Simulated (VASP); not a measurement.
Here is a VASP 6.6.1 calculation.

Contents of INCAR:

```
PREC = Accurate
ENCUT = 520
EDIFF = 1E-7
ISMEAR = 0
SIGMA = 0.1
LREAL = F
LASPH = T
NELM = 100
ALGO = Fast
ISIF = 2
LWAVE = F
LCHARG = T
GGA = PE
LELF = T
LVHAR = T
NBANDS = 49
```

File KPOINTS:

```
regular mesh
0
Gamma
  6 6 6
```

File POSCAR:

```
Sr3Si2
1.0
    3.7409439574      2.1598350008      7.9982244062
   -3.7409439574      2.1598350008      7.9982244062
    0.0000000000     -4.3196700017      7.9982244061
Sr Si
6 4
Direct
    0.5573698592      0.9426301408      0.2500000000
    0.2500000000      0.5573698592      0.9426301408
    0.9426301408      0.2500000000      0.5573698592
    0.4426301408      0.0573698592      0.7500000000
    0.7500000000      0.4426301408      0.0573698592
    0.0573698592      0.7500000000      0.4426301408
    0.3430334791      0.3430334791      0.3430334791
    0.1569665209      0.1569665209      0.1569665209
    0.6569665209      0.6569665209      0.6569665209
    0.8430334791      0.8430334791      0.8430334791
```

Potentials or basis: VASP PAW PBE potentials, release 64 (Sr_sv, Si).

Launch:

```bash
$ cat potpaw_PBE.64/Sr_sv/POTCAR potpaw_PBE.64/Si/POTCAR > POTCAR
$ mpirun -np 1 vasp_std > vasp.out
```

Q: Estimate the band gap on the k mesh.

A: Zero (bands 38 and 39 overlap by 0.41 eV).

Q: What does it give for the pressure?

A: 0.1 GPa.

Forces in eV/Å, atoms in the order of the input:
```
Sr   0.003  0.000  0.000
Sr  -0.001  0.002  0.000
Sr  -0.001 -0.002  0.000
Sr  -0.003  0.000  0.000
Sr   0.001 -0.002  0.000
Sr   0.001  0.002  0.000
Si   0.000  0.000  0.002
Si   0.000  0.000 -0.002
Si   0.000  0.000 -0.002
Si   0.000  0.000  0.002
```
